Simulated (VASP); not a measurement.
Set up this calculation in VASP 6.6.1, as the native input.

```
Task                   : single point
Functional             : PBE
Potentials or basis    : VASP PAW PBE potentials, release 64 (Ba_sv, Ca_sv, Ge_d)
Cutoff                 : 520 eV
k mesh                 : 12 × 12 × 8
Occupations            : gaussian, width 0.1 eV
Spin                   : no spin polarisation
Dipole correction      : no
Further INCAR settings : ALGO = Normal; EDIFF = 1e-06; NBANDS = 32
```

The structure of BaCaGe2 lies in POSCAR:

```
BaCaGe2
1.0
    4.0276814653      0.0000000000      0.0000000000
    0.0000000000      4.0276814653      0.0000000000
    0.0000000000      0.0000000000      7.0407639117
Ba Ca Ge
1 1 2
Direct
    0.0000000000      0.0000000000      0.0000000000
    0.0000000000      0.0000000000      0.5000000000
    0.5000000000      0.5000000000      0.3192008246
    0.5000000000      0.5000000000      0.6807991754
```

These files were run (other wordings do the same):

INCAR

```
PREC = Accurate ; ENCUT = 520
EDIFF = 1E-6 ; ISMEAR = 0
SIGMA = 0.1 ; LREAL = False
LASPH = True ; NELM = 100
ALGO = Normal ; ISIF = 2
LWAVE = False ; LCHARG = False
GGA = PE ; NBANDS = 32
LUSENCCL = False
```

KPOINTS

```
regular mesh
0
Gamma
  12 12 8
```

Potentials or basis: VASP PAW PBE potentials, release 64 (Ba_sv, Ca_sv, Ge_d).

Launch:

```console
$ cat potpaw_PBE.64/Ba_sv/POTCAR potpaw_PBE.64/Ca_sv/POTCAR potpaw_PBE.64/Ge_d/POTCAR > POTCAR
$ mpirun -np 1 vasp_std > vasp.out
```

Results of the run:

The pressure is 0.3 GPa. The largest force is 0.023 eV/Å and the band gap on the k mesh is zero (bands 24 and 25 overlap by 2.34 eV).

Caveat: spin-orbit coupling is left out, which moves the levels of the heavy elements.

Wall time 7.5 min on 1 × NVIDIA H100 80GB with 1 thread of AMD EPYC 7R13 Processor (Zen 3) (shared host), peak memory 1.6 GiB.
